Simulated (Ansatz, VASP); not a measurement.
**PtS2: VASP beside Ansatz**

```
Pt S
1.0
     3.57338   -0.00893   -0.00893
    -1.79443    3.09910   -0.00327
    -0.01184   -0.01184    4.73711
Pt S
1 2
Direct
  0.00000 0.00000 0.00000
  0.33485 0.66830 0.25229
  0.66515 0.33170 0.74771
```

Change from the starting cell: equal xy, yz and zx engineering shears of -0.5 %.

Alike in both runs: functional PBEsol; k mesh 10 × 10 × 6; no spin polarisation.

Ansatz relaxed the structure, and its values are those at the end. VASP's run is a single point on that final structure, the one shown.

|  | VASP | Ansatz |
| --- | --- | --- |
| version | VASP 6.6.1 | Ansatz 0.2.0 |
| potentials or method | VASP PAW PBE potentials, release 64 (Pt, S), cutoff 520 eV | all-electron LAPW, scalar-relativistic |
| occupations | gaussian, width 0.01 eV | fixed |

```csv
,VASP,Ansatz,Ansatz less VASP
gap on the k mesh at the Fermi level (eV),0.17,0.17,+0.001
pressure (GPa),-0.2,0.1,+0.26
rms of the force components (eV/Å),0.011,0.000,-0.0105
```

VASP's potentials were made for PBE, not for PBEsol. Ansatz ran all-electron here, and VASP with PAW potentials. Ansatz's warnings: metallic iterate.

Neither program's run includes spin-orbit coupling.
